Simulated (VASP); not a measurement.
A run of VASP 6.6.1 is set up as follows.

The input INCAR:

```
PREC     = Accurate       # precision mode
ENCUT    = 520            # plane-wave cutoff, eV
EDIFF    = 1E-6           # SCF threshold, eV
ISMEAR   = -1             # smearing method
SIGMA    = 0.05           # smearing width, eV
LREAL    = False          # projectors in reciprocal space
LASPH    = True           # aspherical terms in the spheres
NELM     = 60             # most SCF steps
ALGO     = Normal         # electronic algorithm
ISIF     = 2              # what is computed and relaxed
LWAVE    = False          # write WAVECAR
LCHARG   = False          # write CHGCAR
NBANDS   = 17             # bands
```

KPOINTS

```
regular mesh
0
Gamma
  10 10 5
```

POSCAR

```
Hf
1.0
    3.1967000000      0.0000000000      0.0000000000
   -1.5983500000      2.7684234083      0.0000000000
    0.0000000000      0.0000000000      5.0578000000
Hf
2
Direct
    0.6666666667      0.3333333333      0.7500000000
    0.3333333333      0.6666666667      0.2500000000
```

Potentials or basis: VASP PAW LDA potentials, release 64 (Hf_pv).

Command:

```console
$ cat potpaw_LDA.64/Hf_pv/POTCAR > POTCAR
$ mpirun -np 1 vasp_std > vasp.out
```

(1) Predict the band gap on the k mesh.

(2) Estimate the pressure.

Results:

(1) zero (band 10 reaches 5.90 eV, above the bottom of band 11 at 4.45 eV).

(2) -7.8 GPa.

Caveat: spin-orbit coupling is left out, which moves the levels of the heavy elements.
